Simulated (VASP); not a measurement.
Crystal: HfBr.

```
Hf Br
1.0
     3.66078    0.00000    0.00000
     0.00000    3.66078    0.00000
     0.00000    0.00000    3.66078
Hf Br
1 1
Direct
  0.50000 0.50000 0.50000
  0.00000 0.00000 0.00000
```

| Quantity | Value |
| --- | --- |
| Program | VASP 6.6.1 |
| Task | relaxation of cell and atoms |
| Functional | PBE |
| Potentials or basis | VASP PAW PBE potentials, release 64 (Hf_pv, Br) |
| Cutoff | 600 eV |
| k mesh | 6 × 6 × 6 |
| Occupations | gaussian, width 0.1 eV |
| Spin | no spin polarisation |

At the start: pressure -8.0 GPa; volume 24.53 Å³/atom.

**Question.** How do energy, volume and symmetry change on relaxing?

**Answer.** Over 3 steps the energy falls by 108.3 meV/atom and the volume is 20.60 Å³/atom (-16.0 %); space group Pm-3m (No. 221, to 0.05 Å).

The path:
| step | energy change (eV) | largest force (eV/Å) | pressure (GPa) | volume (Å³) |
| --- | --- | --- | --- | --- |
| 1 | 0.0000 | 0.0000 | -7.98 | 49.06 |
| 2 | -0.2163 | 0.0000 | 0.45 | 40.89 |
| 3 | -0.2166 | 0.0000 | -0.07 | 41.19 |

Final structure:
```cif
data_structure
_symmetry_space_group_name_H-M 'P 1'
_symmetry_Int_Tables_number 1
_cell_length_a 3.4536
_cell_length_b 3.4536
_cell_length_c 3.4536
_cell_angle_alpha 90.000
_cell_angle_beta 90.000
_cell_angle_gamma 90.000
_cell_volume 41.19
loop_
_atom_site_label
_atom_site_type_symbol
_atom_site_fract_x
_atom_site_fract_y
_atom_site_fract_z
_atom_site_occupancy
Hf1 Hf 0.50000 0.50000 0.50000 1
Br1 Br 0.00000 0.00000 0.00000 1
```

Caveat: the volume moved by over 15 % at a fixed basis, so the end points are rough; an odd number of electrons without spin polarisation forces a metal; a magnetic or distorted state may lie lower.
